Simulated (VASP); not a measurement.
Li4TmGe:

```xyz
6
Lattice="4.1587 0.0000 0.0000 0.0000 4.1587 0.0000 0.0000 0.0000 5.0735" Properties=species:S:1:pos:R:3 pbc="T T T"
Li    0.0000    2.0794    3.5929
Li    2.0794    0.0000    3.5929
Li    0.0000    2.0794    1.4806
Li    2.0794    0.0000    1.4806
Tm    0.0000    0.0000    2.5368
Ge    2.0794    2.0794    2.5368
```

The cell was generated, and may not be a known phase.

- Program: VASP 6.6.1
- Task: relaxation of cell and atoms
- Functional: PBE
- Potentials or basis: VASP PAW PBE potentials, release 64 (Li_sv, Tm_3, Ge_d), 4f in core
- Cutoff: 750 eV
- k mesh: 4 × 4 × 3
- Occupations: gaussian, width 0.2 eV
- Spin: no spin polarisation

At the start: pressure 28.8 GPa; volume 14.62 Å³/atom.

**Question.** Where does the relaxation end?

**Answer.** Over 14 steps the energy falls by 1035.7 meV/atom and the volume is 20.68 Å³/atom (+41.4 %); space group P4/mmm (No. 123, to 0.1 Å) before and after.

Step by step:
```
step  energy change (eV)  largest force (eV/Å)  pressure (GPa)  volume (Å³)
   1              0.0000                4.0833           28.76        87.75
   2             -4.4772                0.9574            1.30       125.47
   3             -4.5794                0.7295           -0.06       131.15
   4             -4.5894                0.3434           -2.14       143.00
   5             -4.6154                0.5320           -1.16       136.72
   6             -4.8504                0.4960           -1.10       134.74
   7             -5.5189                0.4378           -0.37       127.90
   8             -5.9786                0.2273            5.49       110.94
   9             -6.0653                0.3295            2.27       117.52
  10             -6.0892                0.3122            3.20       115.09
  11             -6.1809                0.0698           -0.71       126.84
  12             -6.2081                0.0327            0.41       122.95
  13             -6.2081                0.0374            0.46       122.79
  14             -6.2141                0.0223           -0.09       124.08
```

Final structure:
```cif
data_structure
_symmetry_space_group_name_H-M 'P 1'
_symmetry_Int_Tables_number 1
_cell_length_a 4.1122
_cell_length_b 4.1122
_cell_length_c 7.3380
_cell_angle_alpha 90.000
_cell_angle_beta 90.000
_cell_angle_gamma 90.000
_cell_volume 124.08
loop_
_atom_site_label
_atom_site_type_symbol
_atom_site_fract_x
_atom_site_fract_y
_atom_site_fract_z
_atom_site_occupancy
Li1 Li 0.00000 0.50000 0.81061 1
Li2 Li 0.50000 0.00000 0.81061 1
Li3 Li 0.00000 0.50000 0.18939 1
Li4 Li 0.50000 0.00000 0.18939 1
Tm1 Tm 0.00000 0.00000 0.50000 1
Ge1 Ge 0.50000 0.50000 0.50000 1
```

Caveat: the k points lie up to 0.38 Å⁻¹ apart in the final cell, too coarse for converged energies and pressures of a metal; the volume moved by over 15 % at a fixed basis, so the end points are rough.
